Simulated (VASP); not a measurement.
Write the native input for VASP 6.6.1 that does the following.

* Task: single point
* Functional: PBE
* Potentials or basis: VASP PAW PBE potentials, release 64 (N, Ga_d)
* Cutoff: 520 eV
* k mesh: 9 × 9 × 1
* Occupations: gaussian, width 0.05 eV
* Spin: no spin polarisation
* Dipole correction: yes
* Further INCAR settings: ALGO = Normal; EDIFF = 1e-06; NBANDS = 56

The structure of GaN lies in POSCAR:

```
GaN
1.0
    3.2162589223      0.0000000000      0.0000000000
   -1.6081294611      2.7853619318      0.0000000000
    0.0000000000      0.0000000000     33.1607737570
N Ga
5 5
Direct
    0.0000000000      0.0000000000      0.3317172295
    0.3333333333      0.6666666667      0.4109091215
    0.6666666667      0.3333333333      0.4901010135
    0.0000000000      0.0000000000      0.5692929055
    0.3333333333      0.6666666667      0.6484847975
    0.3333333333      0.6666666667      0.3515152025
    0.6666666667      0.3333333333      0.4307070945
    0.0000000000      0.0000000000      0.5098989865
    0.3333333333      0.6666666667      0.5890908785
    0.6666666667      0.3333333333      0.6682827705
```

The input as run:

INCAR

```
SYSTEM = GaN
ALGO = Normal
DIPOL = 0.5 0.5 0.500
EDIFF = 1E-6
ENCUT = 520
GGA = PE
IDIPOL = 3
ISIF = 2
ISMEAR = 0
LASPH = .TRUE.
LCHARG = .FALSE.
LDIPOL = .TRUE.
LREAL = .FALSE.
LWAVE = .FALSE.
NBANDS = 56
NELM = 80
PREC = Accurate
SIGMA = 0.05
```

KPOINTS

```
k-points
0
G
  9 9 1
  0 0 0
```

Potentials or basis: VASP PAW PBE potentials, release 64 (N, Ga_d).

The run is started by

```console
$ cat potpaw_PBE.64/N/POTCAR potpaw_PBE.64/Ga_d/POTCAR > POTCAR
$ mpirun -np 1 vasp_std > vasp.out
```

Results of the run:

```yaml
Largest_force: 2.021 eV/Å
Band_gap_on_the_k_mesh: zero (band 45 reaches -0.80 eV, above the bottom of band 46 at -1.24 eV)
```

Wall time 8.2 min on 1 thread of Intel(R) Xeon(R) 6975P-C (Granite Rapids), with other jobs on the host, peak memory 0.42 GiB.
